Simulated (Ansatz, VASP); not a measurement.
Two plane-wave programs on SiO2

```
CELL_PARAMETERS angstrom
7.18856 0.00000 0.00000
0.00000 7.18856 0.00000
0.00000 0.00000 7.18856
ATOMIC_POSITIONS crystal
Si 0.27441 0.27441 0.27441
Si 0.22559 0.72559 0.77441
Si 0.77441 0.22559 0.72559
Si 0.72559 0.77441 0.22559
Si 0.01740 0.01740 0.01740
Si 0.48260 0.98260 0.51740
Si 0.51740 0.48260 0.98260
Si 0.98260 0.51740 0.48260
O 0.14586 0.14586 0.14586
O 0.35414 0.85414 0.64586
O 0.64586 0.35414 0.85414
O 0.85414 0.64586 0.35414
O 0.63910 0.65426 0.05818
O 0.86090 0.34574 0.55818
O 0.13910 0.84574 0.94182
O 0.36090 0.15426 0.44182
O 0.05818 0.63910 0.65426
O 0.55818 0.86090 0.34574
O 0.94182 0.13910 0.84574
O 0.44182 0.36090 0.15426
O 0.65426 0.05818 0.63910
O 0.34574 0.55818 0.86090
O 0.84574 0.94182 0.13910
O 0.15426 0.44182 0.36090
```

Alike in both runs: functional LDA; k mesh 4 × 4 × 4; occupations gaussian, width 0.02 eV; no spin polarisation.

Ansatz relaxed the structure, and its values are those at the end. VASP's run is a single point on that final structure, the one shown.

|  | VASP | Ansatz |
| --- | --- | --- |
| version | VASP 6.6.1 | Ansatz 0.2.0 |
| potentials or method | VASP PAW LDA potentials, release 64 (Si, O), cutoff 520 eV | scalar-relativistic, plane waves, PAW |
| valence electrons in the cell | 128 | 128 |

Ansatz gave:

| Item | Value |
| --- | --- |
| gap on the k mesh at the Fermi level (eV) | 5.51 |
| least direct gap on the mesh (eV) | 5.51 |
| pressure (GPa) | -0.8 |
| rms of the force components (eV/Å) | 0.006 |

Problem. Estimate VASP's values.

Solution. gap on the k mesh at the Fermi level (eV): 5.50; least direct gap on the mesh (eV): 5.50; pressure (GPa): -0.3; rms of the force components (eV/Å): 0.009.

LDA's correlation is that of Perdew and Zunger in VASP and of Perdew and Wang (1992) in Ansatz. Ansatz's warnings: stress scf threshold loose.
